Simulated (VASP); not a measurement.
# Pt in VASP: single point with PBEsol

Aim: the single point of Pt with PBEsol.

All numbers are computed with VASP 6.6.1; they aren't measurements. Logs are shortened: lines on timing, memory, paths and dates and some standing lists are left out, and cuts for length are marked.

### Step 1. The cell of the first run

The typed cell holds 2 atoms: a = 2.768 Å, b = 2.769 Å, c = 4.808 Å, α = 73.25°, β = 73.24°, γ = 60.00°.

### Step 2. Single point, PBEsol

File INCAR:

```
PREC = Accurate
ENCUT = 520
EDIFF = 1E-6
ISMEAR = 0
SIGMA = 0.15
LREAL = F
LASPH = T
NELM = 80
ALGO = Fast
ISIF = 2
LWAVE = F
LCHARG = T
GGA = PS
LELF = T
LVHAR = T
NBANDS = 17
```

File KPOINTS:

```
Automatic mesh
0
Gamma
  12 12 14
```

File POSCAR:

```
Pt
1.0
    0.0002285802     -1.9568084237     -1.9579351143
   -1.9575002794      0.0003414823     -1.9580480164
    1.9649371059      1.9645839565     -3.9238743416
Pt
2
Direct
    0.5000170891      0.4999779750      0.5000037244
   -0.0000170891      0.0000220250     -0.0000037244
```

Potentials or basis: VASP PAW PBE potentials, release 64 (Pt).

On the command line:

```
$ cat potpaw_PBE.64/Pt/POTCAR > POTCAR
$ mpirun -np 1 vasp_std > vasp.out
```

OUTCAR:

```text
PREC = Accurate
   ENCUT = 520
   EDIFF = 1E-6
   ISMEAR = 0
   LREAL = F
   LASPH = T
   NELM = 80
   ISIF = 2
   GGA = PS

 ion  position               nearest neighbor table
   1  0.500  0.500  0.500-   2 2.77   2 2.77   2 2.77   2 2.77   2 2.77   2 2.77
   2  1.000  0.000  1.000-   1 2.77   1 2.77   1 2.77   1 2.77   1 2.77   1 2.77

  Warning from LATTYP: Got some problem with cell dimensions!
  Tried to take original basis but could not verify dimensions!
  LATTYP: Found a triclinic cell.
 ALAT       =     2.7681418264
 B/A-ratio  =     1.0000345101
 C/A-ratio  =     1.7369237753
 COS(alpha) =     0.0001041156
 COS(beta)  =     0.2884303788
 COS(gamma) =     0.4998116974

  Lattice vectors:

 A1 = (  -0.0002285802,   1.9568084237,   1.9579351143)
 A2 = (  -1.9577288596,   1.9571499060,  -0.0001129021)
 A3 = (  -1.9649371059,  -1.9645839565,   3.9238743416)

Analysis of symmetry for initial positions (statically):
=====================================================================
 Subroutine PRICEL returns:
 Original cell was already a primitive cell.

 Routine SETGRP: Setting up the symmetry group for a
 triclinic supercell.

 Subroutine GETGRP returns: Found  2 space group operations
 (whereof  1 operations were pure point group operations)
 out of a pool of  2 trial point group operations.

The static configuration has the point symmetry C_1 .
 The point group associated with its full space group is S_2 .

Analysis of symmetry for dynamics (positions and initial velocities):
=====================================================================
 Subroutine PRICEL returns:
 Original cell was already a primitive cell.

 Routine SETGRP: Setting up the symmetry group for a
 triclinic supercell.

 Subroutine GETGRP returns: Found  2 space group operations
 (whereof  1 operations were pure point group operations)
 out of a pool of  2 trial point group operations.

The dynamic configuration has the point symmetry C_1 .
 The point group associated with its full space group is S_2 .

 Subroutine INISYM returns: Found  2 space group operations
 (whereof  1 operations are pure point group operations),
 and found     1 'primitive' translations

----------------------------------------------------------------------------------------

                                     Primitive cell

  volume of cell :      30.0907

  direct lattice vectors                    reciprocal lattice vectors
     0.000228580 -1.956808424 -1.957935114     0.127793988 -0.383122647 -0.127825056
    -1.957500279  0.000341482 -1.958048016    -0.383002077  0.127824318 -0.127795476
     1.964937106  1.964583957 -3.923874342     0.127354772  0.127385102 -0.127296930

  length of vectors
     2.768141826  2.768710800  4.808051352     0.423619536  0.423510721  0.220569060

  position of ions in fractional coordinates (direct lattice)
     0.500017089  0.499977975  0.500003724
     0.999982911  0.000022025  0.999996276

  ion indices of the primitive-cell ions
   primitive index   ion index
                 1           1
                 2           2

----------------------------------------------------------------------------------------

 KPOINTS: Automatic mesh

Automatic generation of k-mesh.
 Grid dimensions read from file:
 generate k-points for:   12   12   14

 Generating k-lattice:

  Cartesian coordinates                     Fractional coordinates (reciprocal lattice)
     0.010649499 -0.031926887 -0.010652088     0.083333333  0.000000000  0.000000000
    -0.031916840  0.010652027 -0.010649623     0.000000000  0.083333333  0.000000000
     0.009096769  0.009098936 -0.009092638     0.000000000  0.000000000  0.071428571

  Length of vectors
     0.035301628  0.035292560  0.015754933

  Shift w.r.t. Gamma in fractional coordinates (k-lattice)
     0.000000000  0.000000000  0.000000000

 Subroutine IBZKPT returns following result:
 ===========================================

 Found   1012 irreducible k-points:

 Following reciprocal coordinates:
            Coordinates               Weight
  0.000000  0.000000  0.000000      1.000000
  0.083333  0.000000  0.000000      2.000000
  0.166667  0.000000  0.000000      2.000000
  0.250000  0.000000  0.000000      2.000000
  0.333333  0.000000  0.000000      2.000000
  0.416667  0.000000  0.000000      2.000000
[... 16 lines left out ...]
  0.250000  0.166667  0.000000      2.000000
  0.333333  0.166667  0.000000      2.000000
 [... further k-points ...]
   k-points           NKPTS =   1012   k-points in BZ     NKDIM =   1012   number of bands    NBANDS=     17
   number of dos      NEDOS =    301   number of ions     NIONS =      2
   total plane-waves  NPLWV =  20736
   dimension x,y,z NGX =    24 NGY =   24 NGZ =   36
   dimension x,y,z NGXF=    48 NGYF=   48 NGZF=   72
   ions per type =               2
   NGX,Y,Z   is equivalent  to a cutoff of  14.41, 14.41, 12.45 a.u.
   NGXF,Y,Z  is equivalent  to a cutoff of  28.83, 28.82, 24.90 a.u.
 SYSTEM =  unknown system
   PREC   = accura    normal or accurate (medium, high low for compatibility)
   ISTART =      0    job   : 0-new  1-cont  2-samecut
   ICHARG =      2    charge: 1-file 2-atom 10-const
   ISPIN  =      1    spin polarized calculation?
   LNONCOLLINEAR =      F non collinear calculations
   LSORBIT =      F    spin-orbit coupling
   LASPH  =      T    aspherical Exc in radial PAW
   ENCUT  =  520.0 eV  38.22 Ry    6.18 a.u.   5.15  5.15  8.94*2*pi/ulx,y,z
   NELM   =     80;   NELMIN=  2; NELMDL= -5     # of ELM steps
   EDIFF  = 0.1E-05   stopping-criterion for ELM
   LREAL  =      F    real-space projection
   EDIFFG = 0.1E-04   stopping-criterion for IOM
   NSW    =      0    number of steps for IOM
   IBRION =     -1    ionic relax: 0-MD 1-quasi-New 2-CG
   NFREE  =      0    steps in history (QN), initial steepest desc. (CG)
   ISIF   =      2    stress and relaxation
   ISYM   =      2    0-nonsym 1-usesym 2-fastsym
   POTIM  = 0.5000    time-step for ionic-motion
   TEBEG  =    0.0;   TEEND  =   0.0 temperature during run
   PSTRESS=    0.0 pullay stress
   NELECT =      20.0000    total number of electrons
   NUPDOWN=      -1.0000    fix difference up-down
   EMIN   =  10.00;   EMAX   =-10.00  energy-range for DOS
   EFERMI =   0.00;   METHOD = LEGACY
   ISMEAR =     0;   SIGMA  =   0.15  broadening in eV -4-tet -1-fermi 0-gaus
   EFERMI_NEDOS =   21; number of points for ismear=-14 and -15
   IALGO  =     68    algorithm
   IMIX   =      4    mixing-type and parameters
     AMIX     =   0.40;   BMIX     =  1.00
     AMIX_MAG =   1.60;   BMIX_MAG =  1.00
  volume/ion in A,a.u.               =      15.05       101.53
  Fermi-wavevector in a.u.,A,eV,Ry     =   1.428699  2.699850 27.771954  2.041181
  Thomas-Fermi vector in A             =   2.548733
   LORBIT       =      0    0 simple, 1 ext, 2 COOP (PROOUT), +10 PAW based schemes
   GGA     = PS    functional components
   LHFCALC =     F    Hartree Fock is set to
   AEXX    =    0.0000 exact exchange contribution
   IVDW    =     0    specifies the selected vdW correction
   LEPSILON=     F    determine dielectric tensor
   LRPA    =     F    only Hartree local field effects (RPA)
 non-spin polarized calculation
 RMM-DIIS sequential band-by-band and
 Gauss-broadening in eV      SIGMA  =   0.15
  energy-cutoff  :      520.00
  volume of cell :       30.09
 maximum number of plane-waves:       825
 NGX is ok and might be reduce to    24
   NGX = 11   NGY = 11   NGZ = 17

 number of electron      20.0000002 magnetization

 Free energy of the ion-electron system (eV)
  ---------------------------------------------------
  ext. energy  EPLUGINS =         0.00000000
  ---------------------------------------------------
  free energy    TOTEN  =       -13.95179758 eV

  energy without entropy =      -13.91186302  energy(sigma->0) =      -13.93183030

 E-fermi :  11.1537     XC(G=0): -13.6413

 val. band max:       11.1532027725   @ k =   0.3333   0.2500   0.0000
 cond. band min:      11.1544344873   @ k =  -0.4167   0.3333   0.0714
 fundamental gap:      0.0012317147
 Fermi energy:        11.1536748053

 k-point     1 :       0.0000    0.0000    0.0000
  band No.  band energies     occupation
      1       0.8189      2.00000
      2       3.7383      2.00000
      3       7.2641      2.00000
      4       7.2685      2.00000
      5       7.3041      2.00000
      6       7.3347      2.00000
[... 9 lines left out ...]
     16      30.1436      0.00000
     17      30.1515      0.00000

 k-point     2 :       0.0833    0.0000    0.0000
  band No.  band energies     occupation
      1       1.0760      2.00000
      2       3.9632      2.00000
      3       7.0932      2.00000
      4       7.1893      2.00000
      5       7.4224      2.00000
      6       7.4449      2.00000
[... 9 lines left out ...]
     16      29.3165      0.00000
     17      29.7568      0.00000

 k-point     3 :       0.1667    0.0000    0.0000
  band No.  band energies     occupation
      1       1.8083      2.00000
      2       4.5647      2.00000
      3       6.6825      2.00000
      4       6.8188      2.00000
      5       7.7320      2.00000
      6       7.7769      2.00000
[... 9 lines left out ...]
     16      28.0525      0.00000
     17      28.0625      0.00000

 k-point     4 :       0.2500    0.0000    0.0000
  band No.  band energies     occupation
      1       2.8768      2.00000
      2       5.1927      2.00000
      3       6.3549      2.00000
      4       6.3952      2.00000
      5       7.4176      2.00000
      6       7.8296      2.00000
[... 9 lines left out ...]
     16      28.3299      0.00000
     17      29.0085      0.00000
[... 343 lines left out ...]
      1       1.8725      2.00000
      2       4.5063      2.00000
      3       6.6681      2.00000
      4       6.9627      2.00000
      5       7.6354      2.00000
      6       7.6778      2.00000
[... 9 lines left out ...]
     16      27.1910      0.00000
     17      28.5947      0.00000

 k-point    23 :       0.2500    0.1667    0.0000
  band No.  band energies     occupation
      1       2.5518      2.00000
      2       4.9422      2.00000
      3       6.3396      2.00000
      4       6.7273      2.00000
      5       7.2881      2.00000
      6       7.7881      2.00000
[... 9 lines left out ...]
     16      26.4058      0.00000
     17      27.7829      0.00000

 k-point    24 :       0.3333    0.1667    0.0000
  band No.  band energies     occupation
      1       3.5415      2.00000
      2       5.5905      2.00000
      3       6.0425      2.00000
      4       6.3547      2.00000
      5       6.6898      2.00000
      6       7.5761      2.00000
[... 9 lines left out ...]
     16      25.8751      0.00000
     17      27.9265      0.00000

 [... further k-points ...]
[... 5 lines left out ...]
  --------------------------------------------------------------------------------------
  -------------------------------------------------------------------------------------
  Total       -0.0877819     -0.0822548     -0.0844017     -0.0000862      0.0017426     -0.0001635
  in kB       -4.6739402     -4.3796513     -4.4939628     -0.0045913      0.0927827     -0.0087036
  external PRESSURE =      -4.5158514 kB  Pullay stress =       0.0000000 kB

 VOLUME and BASIS-vectors are now :
 -----------------------------------------------------------------------------
  energy-cutoff  :      520.00
  volume of cell :       30.09
      direct lattice vectors                 reciprocal lattice vectors
     0.000228580 -1.956808424 -1.957935114     0.127793988 -0.383122647 -0.127825056
    -1.957500279  0.000341482 -1.958048016    -0.383002077  0.127824318 -0.127795476
     1.964937106  1.964583957 -3.923874342     0.127354772  0.127385102 -0.127296930

 POSITION                                       TOTAL-FORCE (eV/Angst)
 -----------------------------------------------------------------------------------
      0.00388      0.00403     -3.91993        -0.000528     -0.000045      0.000239
      1.96512      0.00780     -5.88180         0.000528      0.000045     -0.000239
 -----------------------------------------------------------------------------------
    total drift:                               -0.000000      0.000000      0.000000

  FREE ENERGIE OF THE ION-ELECTRON SYSTEM (eV)
  ---------------------------------------------------
  free  energy   TOTEN  =       -13.9517975782 eV

  energy  without entropy=      -13.9118630222  energy(sigma->0) =      -13.93183030
```

Wall time 4.2 min (1 thread of Intel Xeon Platinum 8559C (Emerald Rapids), shared host); peak memory 0.51 GiB.

Results:

* Free energy: -13.9518 eV
* Pressure: -0.5 GPa
* Band gap on the k mesh: zero (bands 10 and 11 overlap by 1.95 eV)

Caveat: the PAW data sets were made with another functional, which shifts forces and pressure a little; spin-orbit coupling is left out, which moves the levels of the heavy elements.
